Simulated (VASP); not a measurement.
A run of VASP 6.6.1 is set up as follows.

The input INCAR:

```
SYSTEM = LiTi
PREC = Accurate
ENCUT = 520
EDIFF = 1E-7
ISMEAR = 1
SIGMA = 0.05
LREAL = .FALSE.
LASPH = .TRUE.
NELM = 60
ALGO = Normal
ISIF = 2
LWAVE = .FALSE.
LCHARG = .FALSE.
GGA = PE
NBANDS = 14
```

The input KPOINTS:

```
regular mesh
0
G
  7 7 6
  0 0 0
```

POSCAR

```
LiTi
1.0
    2.7746285800      0.0000000000      0.0000000000
    0.0000000000      2.7746285800      0.0000000000
    0.0000000000      0.0000000000      3.5740219900
Li Ti
1 1
Direct
    0.4900620000      0.4939670000      0.0002910000
    0.5152780000      0.4927800000      0.5148310000
```

Potentials or basis: VASP PAW PBE potentials, release 64 (Li_sv, Ti_sv).

Launch:

```console
$ cat potpaw_PBE.64/Li_sv/POTCAR potpaw_PBE.64/Ti_sv/POTCAR > POTCAR
$ mpirun -np 1 vasp_std > vasp.out
```

Problem. Estimate the largest force.

Solution. 1.206 eV/Å.

Forces in eV/Å, atoms in the order of the input:
```
Li  -0.581  0.028  1.056
Ti   0.581 -0.028 -1.056
```

Caveat: forces of over 1 eV/Å act on the atoms, so gaps and moduli don't describe the material at rest.
